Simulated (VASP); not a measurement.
Crystal: Pd.

```
Pd
1.0
     0.00000    1.97371    1.97371
     1.97371    0.00000    1.97371
     1.97371    1.97371    0.00000
Pd
1
Cartesian
  0.0000 0.0000 0.0000
```

Base run:

| Property | Result |
| --- | --- |
| Program | VASP 6.6.1 |
| Functional | PBE |
| Potentials or basis | VASP PAW PBE potentials, release 64 (Pd) |
| Cutoff | 520 eV |
| k mesh | 14 × 14 × 14 |
| Occupations | methfessel-paxton, width 1 eV |
| Spin | collinear spin, ferromagnetic start |
| Starting moments | [0.288] μB |

Its results: band gap on the k mesh zero (filled and empty bands overlap); pressure -1.1 GPa; net moment 0.00 μB per cell.

The run is repeated on the same cell with these changes: occupations from methfessel-paxton, width 1 eV to gaussian, width 0.3 eV. What comes out?

Band gap on the k mesh zero (filled and empty bands overlap); pressure -0.3 GPa; net moment 0.00 μB per cell.
